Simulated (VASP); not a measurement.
MgO (Periclase): relaxation of cell and atoms with PBE

MgO (Periclase):

```xyz
2
Lattice="0.0000 2.1230 2.1230 2.1230 0.0000 2.1230 2.1230 2.1230 0.0000" Properties=species:S:1:pos:R:3 pbc="T T T"
Mg    0.0000    0.0000    0.0000
O     2.1230    2.1230    2.1230
```

```
Program                : VASP 6.6.1
Task                   : relaxation of cell and atoms
Functional             : PBE
Potentials or basis    : VASP PAW PBE potentials, release 64 (Mg, O)
Cutoff                 : 600 eV
k mesh                 : 10 × 10 × 10
Occupations            : gaussian, width 0.01 eV
Spin                   : no spin polarisation
Target pressure        : 0.61 GPa
Dipole correction      : no
Further INCAR settings : ALGO = Normal; EDIFF = 1e-07; IBRION = 2; EDIFFG = -0.002; NSW = 80; ISIF = 3
```

```yaml
Relaxed_volume: 9.52 Å³/atom
Relaxed_cell: a = 2.997 Å, b = 2.997 Å, c = 2.997 Å, α = 60.00°, β = 60.00°, γ = 60.00°
Space_group_after_relaxing_to_0.05_Å: Fm-3m (No. 225)
Energy_change_on_relaxing_the_enthalpy_is_what_falls: +0.1 meV/atom
Ionic_steps: 3
Pressure_after_relaxing: 0.6 GPa
Band_gap_on_the_k_mesh: 4.54 eV, direct
```

The path:
| step | energy change (eV) | largest force (eV/Å) | pressure (GPa) | volume (Å³) |
| --- | --- | --- | --- | --- |
| 1 | 0.0000 | 0.0000 | -0.14 | 19.14 |
| 2 | 0.0003 | 0.0000 | 0.86 | 19.01 |
| 3 | 0.0001 | 0.0000 | 0.61 | 19.04 |

Final structure:
```xyz
2
Lattice="0.0000 2.1195 2.1195 2.1195 0.0000 2.1195 2.1195 2.1195 0.0000" Properties=species:S:1:pos:R:3 pbc="T T T"
Mg    0.0000    0.0000    0.0000
O     2.1195    2.1195    2.1195
```

Levels at points of the mesh, in eV from the valence-band top:
| k point | band 1 | band 2 | band 3 | band 4 | band 5 | band 6 | band 7 | band 8 |
| --- | --- | --- | --- | --- | --- | --- | --- | --- |
| (0.00, 0.00, 0.00) | -17.17 | 0.00 | 0.00 | 0.00 | 4.54 | 15.69 | 15.69 | 15.69 |
| (0.50, 0.00, 0.00) | -15.93 | -4.53 | -0.63 | -0.63 | 7.78 | 12.39 | 16.12 | 16.12 |
| (0.50, 0.50, 0.00) | -15.68 | -4.01 | -1.32 | -1.32 | 9.10 | 9.76 | 12.90 | 18.68 |

It took 19 s on 1 thread of Intel Xeon 8259CL (shared host), peak memory 0.15 GiB.

Caveat: the cell is relaxed towards a set pressure, so the enthalpy falls and the energy may rise.
